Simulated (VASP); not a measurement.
# Mo (Im-3m) in VASP: density of states with PBE

Aim: the density of states of Mo with PBE.

Everything below comes from runs of VASP 6.6.1. Logs are shortened: lines on timing, memory, paths and dates and some standing lists are left out, and cuts for length are marked.

### Step 1. The cell of the first run

The structure is cubic, space group Im-3m (No. 229). Conventional cell: a = 3.160 Å, b = 3.160 Å, c = 3.160 Å, α = 90.00°, β = 90.00°, γ = 90.00°. Mo (site symmetry m-3m) has 14 Mo at 2.74 to 3.16 Å within 3.6 Å.

### Step 2. Density of states, PBE

The input, POSCAR:

```
Mo
1.0
   -1.5802206811      1.5802206811      1.5802206811
    1.5802206811     -1.5802206811      1.5802206811
    1.5802206811      1.5802206811     -1.5802206811
Mo
1
Direct
    0.0000000000      0.0000000000      0.0000000000
```

The input, INCAR.step1:

```
PREC = Accurate ; ENCUT = 520
EDIFF = 1E-7 ; ISMEAR = 0
SIGMA = 0.1 ; LREAL = False
LASPH = True ; NELM = 100
ALGO = Normal ; ISIF = 2
LWAVE = False ; LCHARG = True
LMAXMIX = 4 ; GGA = PE
NBANDS = 13
```

The input, KPOINTS.step1:

```
Automatic mesh
0
Gamma
  18 18 18
```

The input, INCAR.step2:

```
PREC = Accurate ; ENCUT = 520
EDIFF = 1E-7 ; ISMEAR = -5
SIGMA = 0.1 ; LREAL = False
LASPH = True ; NELM = 100
ALGO = Normal ; ISIF = 2
LWAVE = False ; LCHARG = False
LMAXMIX = 4 ; GGA = PE
LORBIT = 11 ; NEDOS = 1001
ICHARG = 11
```

The input, KPOINTS.step2:

```
Automatic mesh
0
Gamma
  27 27 27
```

Potentials or basis: VASP PAW PBE potentials, release 64 (Mo_sv).

Command:

```bash
$ cat potpaw_PBE.64/Mo_sv/POTCAR > POTCAR
$ cp INCAR.step1 INCAR
$ cp KPOINTS.step1 KPOINTS
$ mpirun -np 1 vasp_std > vasp.out
$ cp INCAR.step2 INCAR
$ cp KPOINTS.step2 KPOINTS
$ mpirun -np 1 vasp_std > vasp.out
```

OUTCAR:

```text
PREC = Accurate
   ENCUT = 520
   EDIFF = 1E-7
   ISMEAR = -5
   LREAL = False
   LASPH = True
   NELM = 100
   ISIF = 2
   GGA = PE
   LORBIT = 11
   ICHARG = 11

 ion  position               nearest neighbor table
   1  0.000  0.000  0.000-

  LATTYP: Found a body centered cubic cell.
 ALAT       =     3.1604413622

  Lattice vectors:

 A1 = (  -1.5802206811,   1.5802206811,   1.5802206811)
 A2 = (   1.5802206811,  -1.5802206811,   1.5802206811)
 A3 = (   1.5802206811,   1.5802206811,  -1.5802206811)

Analysis of symmetry for initial positions (statically):
=====================================================================
 Subroutine PRICEL returns:
 Original cell was already a primitive cell.

 Routine SETGRP: Setting up the symmetry group for a
 body centered cubic supercell.

 Subroutine GETGRP returns: Found 48 space group operations
[... 9 lines left out ...]

 Routine SETGRP: Setting up the symmetry group for a
 body centered cubic supercell.

 Subroutine GETGRP returns: Found 48 space group operations
[... 11 lines left out ...]
                                     Primitive cell

  volume of cell :      15.7839

  direct lattice vectors                    reciprocal lattice vectors
    -1.580220681  1.580220681  1.580220681     0.000000000  0.316411503  0.316411503
     1.580220681 -1.580220681  1.580220681     0.316411503  0.000000000  0.316411503
     1.580220681  1.580220681 -1.580220681     0.316411503  0.316411503  0.000000000

  length of vectors
     2.737022507  2.737022507  2.737022507     0.447473438  0.447473438  0.447473438

  position of ions in fractional coordinates (direct lattice)
     0.000000000  0.000000000  0.000000000

  ion indices of the primitive-cell ions
   primitive index   ion index
                 1           1

----------------------------------------------------------------------------------------

 KPOINTS: Automatic mesh

Automatic generation of k-mesh.
 Grid dimensions read from file:
 generate k-points for:   27   27   27

 Generating k-lattice:

  Cartesian coordinates                     Fractional coordinates (reciprocal lattice)
     0.000000000  0.011718945  0.011718945     0.037037037  0.000000000  0.000000000
     0.011718945  0.000000000  0.011718945     0.000000000  0.037037037  0.000000000
     0.011718945  0.011718945  0.000000000     0.000000000  0.000000000  0.037037037

  Length of vectors
[... 63 lines left out ...]
   ISIF   =      2    stress and relaxation
   ISYM   =      2    0-nonsym 1-usesym 2-fastsym
   POTIM  = 0.5000    time-step for ionic-motion
   TEBEG  =    0.0;   TEEND  =   0.0 temperature during run
   PSTRESS=    0.0 pullay stress
   NELECT =      14.0000    total number of electrons
   NUPDOWN=      -1.0000    fix difference up-down
   EMIN   =  10.00;   EMAX   =-10.00  energy-range for DOS
   EFERMI =   0.00;   METHOD = LEGACY
   ISMEAR =    -5;   SIGMA  =   0.10  broadening in eV -4-tet -1-fermi 0-gaus
   EFERMI_NEDOS =   21; number of points for ismear=-14 and -15
   IALGO  =     38    algorithm
   IMIX   =      4    mixing-type and parameters
     AMIX     =   0.40;   BMIX     =  1.00
     AMIX_MAG =   1.60;   BMIX_MAG =  1.00
  volume/ion in A,a.u.               =      15.78       106.51
  Fermi-wavevector in a.u.,A,eV,Ry     =   1.572943  2.972432 33.662869  2.474151
  Thomas-Fermi vector in A             =   2.674302
   LORBIT       =     11    0 simple, 1 ext, 2 COOP (PROOUT), +10 PAW based schemes
   GGA     = PE    functional components
   LHFCALC =     F    Hartree Fock is set to
   AEXX    =    0.0000 exact exchange contribution
   IVDW    =     0    specifies the selected vdW correction
   LEPSILON=     F    determine dielectric tensor
   LRPA    =     F    only Hartree local field effects (RPA)
 non-spin polarized calculation
 Fermi weights with tetrahedron method with Bloechl corrections
  energy-cutoff  :      520.00
  volume of cell :       15.78
 maximum number of plane-waves:       438

 number of electron      14.0000004 magnetization

 Free energy of the ion-electron system (eV)
  ---------------------------------------------------
  ext. energy  EPLUGINS =         0.00000000
  ---------------------------------------------------
  free energy    TOTEN  =       -10.93539682 eV

  energy without entropy =      -10.93539682  energy(sigma->0) =      -10.93539682

 E-fermi :  12.4594     XC(G=0): -13.3359

 val. band max:       12.4935779565   @ k =   0.4074   0.1111   0.0741
 cond. band min:      12.4382950162   @ k =  -0.2593   0.3704   0.1481
 fundamental gap:     -0.0552829403
 Fermi energy:        12.4593547639

 k-point     1 :       0.0000    0.0000    0.0000
  band No.  band energies     occupation
      1     -48.8417      2.00000
      2     -22.1301      2.00000
      3     -22.1301      2.00000
      4     -22.1301      2.00000
      5       5.2345      2.00000
      6      11.0925      2.00000
      7      11.0925      2.00000
      8      11.0925      2.00000
      9      14.0826      0.00000
     10      14.0826      0.00000
     11      27.2553      0.00000
[... 309 lines left out ...]
 k-point    24 :       0.3704    0.0370   -0.0000
  band No.  band energies     occupation
      1     -48.6163      2.00000
      2     -23.3347      2.00000
      3     -22.5185      2.00000
      4     -22.1474      2.00000
      5       7.3903      2.00000
      6       9.2873      2.00000
      7      12.5305      0.94949
      8      14.0611      0.00000
      9      14.6396      0.00000
     10      16.1427      0.00000
     11      25.1154      0.00000

 [... further k-points ...]

------------------------ aborting loop because EDIFF is reached ----------------------------------------

  FORCE on cell =-STRESS in cart. coord.  units (eV):
  Direction    XX          YY          ZZ          XY          YZ          ZX
  --------------------------------------------------------------------------------------
  -------------------------------------------------------------------------------------
  Total        0.0258305      0.0258305      0.0258305      0.0000000      0.0000000      0.0000000
  in kB        2.6219808      2.6219808      2.6219808      0.0000000      0.0000000      0.0000000
  external PRESSURE =       2.6219808 kB  Pullay stress =       0.0000000 kB

 VOLUME and BASIS-vectors are now :
 -----------------------------------------------------------------------------
  energy-cutoff  :      520.00
  volume of cell :       15.78
      direct lattice vectors                 reciprocal lattice vectors
    -1.580220681  1.580220681  1.580220681     0.000000000  0.316411503  0.316411503
     1.580220681 -1.580220681  1.580220681     0.316411503  0.000000000  0.316411503
     1.580220681  1.580220681 -1.580220681     0.316411503  0.316411503  0.000000000

 POSITION                                       TOTAL-FORCE (eV/Angst)
 -----------------------------------------------------------------------------------
      0.00000      0.00000      0.00000         0.000000     -0.000000      0.000000
 -----------------------------------------------------------------------------------
    total drift:                                0.000000     -0.000000      0.000000

  FREE ENERGIE OF THE ION-ELECTRON SYSTEM (eV)
  ---------------------------------------------------
  free  energy   TOTEN  =       -10.9353968182 eV

  energy  without entropy=      -10.9353968182  energy(sigma->0) =      -10.93539682

 total charge

# of ion       s       p       d       tot
------------------------------------------
    1        2.379   6.204   3.894  12.476
```

OSZICAR.step1:

```text
N       E                     dE             d eps       ncg     rms          rms(c)
DAV:   1     0.906536216305E+02    0.90654E+02   -0.80442E+03  5139   0.110E+03
DAV:   2    -0.104548324069E+02   -0.10111E+03   -0.97442E+02  5870   0.310E+02
DAV:   3    -0.115973053011E+02   -0.11425E+01   -0.11376E+01  5610   0.327E+01
DAV:   4    -0.115999912960E+02   -0.26860E-02   -0.26859E-02  5760   0.191E+00
DAV:   5    -0.116000085297E+02   -0.17234E-04   -0.17233E-04  5650   0.137E-01    0.144E+01
DAV:   6    -0.110173218917E+02    0.58269E+00   -0.73099E-01  5230   0.105E+01    0.385E+00
DAV:   7    -0.109386994257E+02    0.78622E-01   -0.14141E-01  5595   0.439E+00    0.955E-01
DAV:   8    -0.109348745672E+02    0.38249E-02   -0.39848E-03  5305   0.806E-01    0.193E-01
DAV:   9    -0.109349429460E+02   -0.68379E-04   -0.97406E-05  5885   0.121E-01    0.821E-02
DAV:  10    -0.109349535385E+02   -0.10593E-04   -0.12439E-05  5285   0.413E-02    0.704E-03
DAV:  11    -0.109349537309E+02   -0.19240E-06   -0.13233E-07  4831   0.396E-03    0.159E-03
DAV:  12    -0.109349535311E+02    0.19984E-06   -0.12146E-08  2725   0.139E-03    0.613E-05
DAV:  13    -0.109349535332E+02   -0.21184E-08   -0.10281E-09  2595   0.393E-04
   1 F= -.10934954E+02 E0= -.10933627E+02  d E =-.265223E-02
```

It took 50 s on 1 thread of Intel Xeon Platinum 8488C (Sapphire Rapids), shared host; peak memory 0.24 GiB.

Results:

```yaml
Valence_electrons_inside_the_program's_atomic_spheres: Mo 12.48
```

Caveat: tetrahedron occupations give inexact forces and stress in metals.
